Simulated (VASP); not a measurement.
# V (Im-3m) in VASP: a series of runs

V is run at these levels: PBE; tasks: single point, relaxation of cell and atoms.

Program: VASP 6.6.1. These are calculated values, not measurements. Logs are shortened: lines on timing, memory, paths and dates and some standing lists are left out, and cuts for length are marked.

## (1) The cell of the first run

The structure is cubic, space group Im-3m (No. 229). The conventional cell has a = 3.003 Å, b = 3.003 Å, c = 3.003 Å, α = 90.00°, β = 90.00°, γ = 90.00°. Within 3.4 Å of V (site symmetry m-3m) lie 14 V at 2.60 to 3.00 Å.

## (2) Single point, PBE

INCAR

```
SYSTEM = V
PREC     = Accurate       ! precision mode
ENCUT    = 500            ! plane-wave cutoff, eV
EDIFF    = 1E-6           ! SCF threshold, eV
ISMEAR   = 0              ! smearing method
SIGMA    = 0.1            ! smearing width, eV
LREAL    = .FALSE.        ! projectors in reciprocal space
LASPH    = .TRUE.         ! aspherical terms in the spheres
NELM     = 120            ! most SCF steps
ALGO     = Normal         ! electronic algorithm
ISIF     = 2              ! what is computed and relaxed
LWAVE    = .FALSE.        ! write WAVECAR
LCHARG   = .FALSE.        ! write CHGCAR
GGA      = PE             ! functional
NBANDS   = 12             ! bands
GGA_COMPAT= .FALSE.
```

KPOINTS

```
regular mesh
0
G
  10 10 10
  0 0 0
```

POSCAR

```
V
1.0
   -1.5012953099      1.5012953099      1.5012953099
    1.5012953099     -1.5012953099      1.5012953099
    1.5012953099      1.5012953099     -1.5012953099
V
1
Direct
    0.0000000000      0.0000000000      0.0000000000
```

Potentials or basis: VASP PAW PBE potentials, release 64 (V_sv).

On the command line:

```sh
$ cat potpaw_PBE.64/V_sv/POTCAR > POTCAR
$ mpirun -np 1 vasp_std > vasp.out
```

OUTCAR:

```text
SYSTEM = V
   PREC = Accurate
   ENCUT = 500
   EDIFF = 1E-6
   ISMEAR = 0
   LREAL = .FALSE.
   LASPH = .TRUE.
   NELM = 120
   ISIF = 2
   GGA = PE

 ion  position               nearest neighbor table
   1  0.000  0.000  0.000-

  LATTYP: Found a body centered cubic cell.
 ALAT       =     3.0025906198

  Lattice vectors:

 A1 = (  -1.5012953099,   1.5012953099,   1.5012953099)
 A2 = (   1.5012953099,  -1.5012953099,   1.5012953099)
 A3 = (   1.5012953099,   1.5012953099,  -1.5012953099)

Analysis of symmetry for initial positions (statically):
=====================================================================
 Subroutine PRICEL returns:
 Original cell was already a primitive cell.

 Routine SETGRP: Setting up the symmetry group for a
 body centered cubic supercell.

 Subroutine GETGRP returns: Found 48 space group operations
 (whereof 48 operations were pure point group operations)
 out of a pool of 48 trial point group operations.

The static configuration has the point symmetry O_h .

Analysis of symmetry for dynamics (positions and initial velocities):
=====================================================================
 Subroutine PRICEL returns:
 Original cell was already a primitive cell.

 Routine SETGRP: Setting up the symmetry group for a
 body centered cubic supercell.

 Subroutine GETGRP returns: Found 48 space group operations
 (whereof 48 operations were pure point group operations)
 out of a pool of 48 trial point group operations.

The dynamic configuration has the point symmetry O_h .

 Subroutine INISYM returns: Found 48 space group operations
 (whereof 48 operations are pure point group operations),
 and found     1 'primitive' translations

----------------------------------------------------------------------------------------

                                     Primitive cell

  volume of cell :      13.5350

  direct lattice vectors                    reciprocal lattice vectors
    -1.501295310  1.501295310  1.501295310     0.000000000  0.333045735  0.333045735
     1.501295310 -1.501295310  1.501295310     0.333045735  0.000000000  0.333045735
     1.501295310  1.501295310 -1.501295310     0.333045735  0.333045735  0.000000000

  length of vectors
     2.600319754  2.600319754  2.600319754     0.470997795  0.470997795  0.470997795

  position of ions in fractional coordinates (direct lattice)
     0.000000000  0.000000000  0.000000000

  ion indices of the primitive-cell ions
   primitive index   ion index
                 1           1

----------------------------------------------------------------------------------------

 KPOINTS: regular mesh

Automatic generation of k-mesh.
 Grid dimensions read from file:
 generate k-points for:   10   10   10

 Generating k-lattice:

  Cartesian coordinates                     Fractional coordinates (reciprocal lattice)
     0.000000000  0.033304574  0.033304574     0.100000000  0.000000000  0.000000000
     0.033304574  0.000000000  0.033304574     0.000000000  0.100000000  0.000000000
     0.033304574  0.033304574  0.000000000     0.000000000  0.000000000  0.100000000

  Length of vectors
     0.047099780  0.047099780  0.047099780

  Shift w.r.t. Gamma in fractional coordinates (k-lattice)
     0.000000000  0.000000000  0.000000000

 Subroutine IBZKPT returns following result:
 ===========================================

 Found     47 irreducible k-points:

 Following reciprocal coordinates:
            Coordinates               Weight
  0.000000  0.000000  0.000000      1.000000
  0.100000  0.000000  0.000000     12.000000
  0.200000  0.000000  0.000000     12.000000
  0.300000  0.000000  0.000000     12.000000
  0.400000  0.000000  0.000000     12.000000
  0.500000  0.000000  0.000000      6.000000
[... 16 lines left out ...]
  0.300000  0.300000  0.100000      8.000000
 -0.300000  0.300000  0.100000     24.000000
 [... further k-points ...]
   k-points           NKPTS =     47   k-points in BZ     NKDIM =     47   number of bands    NBANDS=     12
   number of dos      NEDOS =    301   number of ions     NIONS =      1
   total plane-waves  NPLWV =   8000
   dimension x,y,z NGX =    20 NGY =   20 NGZ =   20
   dimension x,y,z NGXF=    40 NGYF=   40 NGZF=   40
   ions per type =               1
   NGX,Y,Z   is equivalent  to a cutoff of  12.79, 12.79, 12.79 a.u.
   NGXF,Y,Z  is equivalent  to a cutoff of  25.57, 25.57, 25.57 a.u.
 SYSTEM =  V
   PREC   = accura    normal or accurate (medium, high low for compatibility)
   ISTART =      0    job   : 0-new  1-cont  2-samecut
   ICHARG =      2    charge: 1-file 2-atom 10-const
   ISPIN  =      1    spin polarized calculation?
   LNONCOLLINEAR =      F non collinear calculations
   LSORBIT =      F    spin-orbit coupling
   LASPH  =      T    aspherical Exc in radial PAW
   ENCUT  =  500.0 eV  36.75 Ry    6.06 a.u.   4.74  4.74  4.74*2*pi/ulx,y,z
   NELM   =    120;   NELMIN=  2; NELMDL= -5     # of ELM steps
   EDIFF  = 0.1E-05   stopping-criterion for ELM
   LREAL  =      F    real-space projection
   EDIFFG = 0.1E-04   stopping-criterion for IOM
   NSW    =      0    number of steps for IOM
   IBRION =     -1    ionic relax: 0-MD 1-quasi-New 2-CG
   NFREE  =      0    steps in history (QN), initial steepest desc. (CG)
   ISIF   =      2    stress and relaxation
   ISYM   =      2    0-nonsym 1-usesym 2-fastsym
   POTIM  = 0.5000    time-step for ionic-motion
   TEBEG  =    0.0;   TEEND  =   0.0 temperature during run
   PSTRESS=    0.0 pullay stress
   NELECT =      13.0000    total number of electrons
   NUPDOWN=      -1.0000    fix difference up-down
   EMIN   =  10.00;   EMAX   =-10.00  energy-range for DOS
   EFERMI =   0.00;   METHOD = LEGACY
   ISMEAR =     0;   SIGMA  =   0.10  broadening in eV -4-tet -1-fermi 0-gaus
   EFERMI_NEDOS =   21; number of points for ismear=-14 and -15
   IALGO  =     38    algorithm
   IMIX   =      4    mixing-type and parameters
     AMIX     =   0.40;   BMIX     =  1.00
     AMIX_MAG =   1.60;   BMIX_MAG =  1.00
  volume/ion in A,a.u.               =      13.54        91.34
  Fermi-wavevector in a.u.,A,eV,Ry     =   1.615238  3.052357 35.497510  2.608993
  Thomas-Fermi vector in A             =   2.710018
   LORBIT       =      0    0 simple, 1 ext, 2 COOP (PROOUT), +10 PAW based schemes
   GGA     = PE    functional components
   LHFCALC =     F    Hartree Fock is set to
   AEXX    =    0.0000 exact exchange contribution
   IVDW    =     0    specifies the selected vdW correction
   LEPSILON=     F    determine dielectric tensor
   LRPA    =     F    only Hartree local field effects (RPA)
 non-spin polarized calculation
 Gauss-broadening in eV      SIGMA  =   0.10
  energy-cutoff  :      500.00
  volume of cell :       13.54
 maximum number of plane-waves:       370
   NGX =  9   NGY =  9   NGZ =  9

 number of electron      12.9999990 magnetization

 Free energy of the ion-electron system (eV)
  ---------------------------------------------------
  ext. energy  EPLUGINS =         0.00000000
  ---------------------------------------------------
  free energy    TOTEN  =        -8.99546327 eV

  energy without entropy =       -8.98670928  energy(sigma->0) =       -8.99108628

 E-fermi :   9.6319     XC(G=0): -12.8848

 val. band max:        9.6038337160   @ k =   0.3000   0.0000   0.0000
 cond. band min:       9.6430494514   @ k =   0.1000   0.1000   0.0000
 fundamental gap:      0.0392157354
 Fermi energy:         9.6318856634

 k-point     1 :       0.0000    0.0000    0.0000
  band No.  band energies     occupation
      1     -54.1287      2.00000
      2     -27.4352      2.00000
      3     -27.4352      2.00000
      4     -27.4352      2.00000
      5       3.0698      2.00000
      6      10.0237      0.00000
      7      10.0237      0.00000
      8      10.0237      0.00000
      9      12.0173      0.00000
     10      12.0173      0.00000
     11      30.0992      0.00000
     12      30.0992      0.00000

 k-point     2 :       0.1000    0.0000    0.0000
  band No.  band energies     occupation
      1     -54.1106      2.00000
      2     -27.5232      2.00000
      3     -27.4622      2.00000
      4     -27.4360      2.00000
      5       3.4668      2.00000
      6       9.8583      0.00136
      7       9.9787      0.00000
      8      10.3061      0.00000
      9      11.8439      0.00000
     10      12.0293      0.00000
     11      29.3638      0.00000
     12      29.9814      0.00000

 k-point     3 :       0.2000    0.0000    0.0000
  band No.  band energies     occupation
      1     -54.0626      2.00000
      2     -27.7493      2.00000
      3     -27.5321      2.00000
      4     -27.4376      2.00000
      5       4.5408      2.00000
      6       9.4483      1.99056
      7       9.7409      0.12315
      8      11.0946      0.00000
      9      11.6626      0.00000
     10      12.0810      0.00000
     11      27.1866      0.00000
     12      29.0002      0.00000
[... 286 lines left out ...]
 k-point    23 :       0.3000    0.3000    0.1000
  band No.  band energies     occupation
      1     -53.9197      2.00000
      2     -27.9914      2.00000
      3     -27.9914      2.00000
      4     -27.6216      2.00000
      5       7.9899      2.00000
      6       8.7338      2.00000
      7       8.7338      2.00000
      8      12.3565      0.00000
      9      12.3565      0.00000
     10      18.7990      0.00000
     11      18.7990      0.00000
     12      20.6824      0.00000

 k-point    24 :      -0.3000    0.3000    0.1000
  band No.  band energies     occupation
      1     -53.9882      2.00000
      2     -28.0090      2.00000
      3     -27.6477      2.00000
      4     -27.5035      2.00000
      5       6.1178      2.00000
      6       9.2704      2.00000
      7       9.4125      1.99808
      8      11.2858      0.00000
      9      12.1254      0.00000
     10      12.6096      0.00000
     11      24.3070      0.00000
     12      27.3370      0.00000

 [... further k-points ...]
[... 5 lines left out ...]
  --------------------------------------------------------------------------------------
  -------------------------------------------------------------------------------------
  Total        0.0018991      0.0018991      0.0018991     -0.0000000     -0.0000000     -0.0000000
  in kB        0.2248069      0.2248069      0.2248069     -0.0000000     -0.0000000     -0.0000000
  external PRESSURE =       0.2248069 kB  Pullay stress =       0.0000000 kB

 VOLUME and BASIS-vectors are now :
 -----------------------------------------------------------------------------
  energy-cutoff  :      500.00
  volume of cell :       13.54
      direct lattice vectors                 reciprocal lattice vectors
    -1.501295310  1.501295310  1.501295310     0.000000000  0.333045735  0.333045735
     1.501295310 -1.501295310  1.501295310     0.333045735  0.000000000  0.333045735
     1.501295310  1.501295310 -1.501295310     0.333045735  0.333045735  0.000000000

 POSITION                                       TOTAL-FORCE (eV/Angst)
 -----------------------------------------------------------------------------------
      0.00000      0.00000      0.00000         0.000000     -0.000000      0.000000
 -----------------------------------------------------------------------------------
    total drift:                                0.000000     -0.000000      0.000000

  FREE ENERGIE OF THE ION-ELECTRON SYSTEM (eV)
  ---------------------------------------------------
  free  energy   TOTEN  =        -8.9954632705 eV

  energy  without entropy=       -8.9867092802  energy(sigma->0) =       -8.99108628
```

Wall time 5.5 s (1 thread of Intel Xeon Platinum 8259CL at 2.50GHz (Skylake/Cascade Lake), shared host); peak memory 0.12 GiB.

What came out:

* Free energy: -8.9955 eV
* Pressure: 0.0 GPa
* Band gap on the k mesh: zero (an odd number of electrons rules out a gap without spin polarisation)

[end of part 1 of 2]
